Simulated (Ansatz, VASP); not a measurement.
One calculation of Si2Ni, two programs

The input INCAR:

```
SYSTEM = Si2Ni
  ALGO = Normal
  DIPOL = 0.5 0.5 0.293
  EDIFF = 1E-6
  ENCUT = 520
  GGA = PE
  GGA_COMPAT = .FALSE.
  IDIPOL = 3
  ISIF = 2
  ISMEAR = 0
  LASPH = .TRUE.
  LCHARG = .FALSE.
  LDIPOL = .TRUE.
  LREAL = .FALSE.
  LWAVE = .FALSE.
  NBANDS = 27
  NELM = 120
  NELMDL = -8
  PREC = Accurate
  SIGMA = 0.1
```

File KPOINTS:

```
k-points
0
G
  9 9 1
  0 0 0
```

File POSCAR:

```
Si2Ni
1.0
    3.8512381950      0.0000000000      0.0000000000
   -1.9256190975      3.3352701129      0.0000000000
    0.0000000000      0.0000000000     21.5814360257
Si Ni
4 2
Direct
    0.0000000000      0.0000000000      0.1853444782
    0.3333333333      0.6666666667      0.2581969708
    0.6666666667      0.3333333333      0.3311332772
    0.0000000000      0.0000000000      0.3976304457
    0.6666666667      0.3333333333      0.2217707245
    0.3333333333      0.6666666667      0.3654886357
```

Input for Ansatz:

```yaml
crystal:
  lattice:
    - [3.851238195, 0.0, 0.0]
    - [-1.9256190975, 3.3352701129, 0.0]
    - [0.0, 0.0, 21.5814360257]
  atoms:
    - { symbol: Si, position: [0.0, 0.0, 0.1853444782] }
    - { symbol: Ni, position: [0.6666666667, 0.3333333333, 0.2217707245] }
    - { symbol: Si, position: [0.3333333333, 0.6666666667, 0.2581969708] }
    - { symbol: Si, position: [0.6666666667, 0.3333333333, 0.3311332772] }
    - { symbol: Ni, position: [0.3333333333, 0.6666666667, 0.3654886357] }
    - { symbol: Si, position: [0.0, 0.0, 0.3976304457] }
basis:
  ecutwfc: 420
kpoints:
  mp_grid: { grid: [9, 9, 1] }
hamiltonian:
  xc: pbe
  pseudopotentials: { kind: paw, azcp: { folder: soft_1 } }
scf:
  occupations: { method: gaussian, width: 0.1 }
output:
  forces: true
  eigenvalues: true
efield:
  axis: 3
  dipole_correction: true
  ramp_width: 0.04
```

Alike in both runs: task single point; functional PBE; k mesh 9 × 9 × 1; occupations gaussian, width 0.1 eV; no spin polarisation.

```csv
,VASP,Ansatz
version,VASP 6.6.1,Ansatz 0.2.0
potentials or method,"VASP PAW PBE potentials, release 64 (Si, Ni), cutoff 520 eV","scalar-relativistic, plane waves, PAW"
valence electrons in the cell,36,52
```

```tsv
	VASP	Ansatz	Ansatz less VASP
gap on the k mesh at the Fermi level (eV)	none	none	-
rms of the force components (eV/Å)	0.224	0.224	-0.0001
```

A gap of «none» marks a metal or a gap that the smearing closes. VASP's potentials hold 36 valence electrons a cell and Ansatz's 52, so a difference there can come from the potentials and not from the codes.
